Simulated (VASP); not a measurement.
Runs of VASP 6.6.1 on Al. The structure is that of space group Cmme (No. 67), or close to it. The cells are those of the table. 

```csv
cell,further INCAR settings,gap on the mesh (eV),pressure (GPa),largest force (eV/Å)
"a = 2.782, b = 2.782, c = 12.087 Å, angles 90.0, 90.0, 109.5°, 4 atoms",ALGO = Fast; EDIFF = 1e-06; NBANDS = 14,none,-1.5,0.12
"a = 2.782, b = 2.782, c = 9.587 Å, angles 90.0, 90.0, 109.5°, 4 atoms",ALGO = Fast; EDIFF = 1e-07; NBANDS = 14,none,-2.1,0.54
"a = 2.782, b = 2.782, c = 11.087 Å, angles 90.0, 90.0, 109.5°, 4 atoms",ALGO = Fast; EDIFF = 1e-06; NBANDS = 14,none,-1.9,(b)
"a = 2.782, b = 2.782, c = 13.587 Å, angles 90.0, 90.0, 109.5°, 4 atoms",ALGO = Fast; EDIFF = 1e-07; NBANDS = 14,none,-1.2,0.12
"a = 2.782, b = 2.782, c = 8.787 Å, angles 90.0, 90.0, 109.5°, 4 atoms",ALGO = Fast; EDIFF = 1e-07; NBANDS = 14,none,3.6,(a)
```

Alike in all rows: task single point; level PBEsol; potentials or basis VASP PAW PBE potentials, release 64 (Al); no spin polarisation; k mesh 22 × 22 × 7; cutoff (eV) 520; smearing gaussian 0.15 eV.

**Question.** Estimate the missing entries.

**Answer.** (a) 1.18; (b) 0.21.

Caveats: the PAW data sets were made with another functional, which shifts forces and pressure a little.

A gap of «none» marks levels without a gap at the run's occupations.
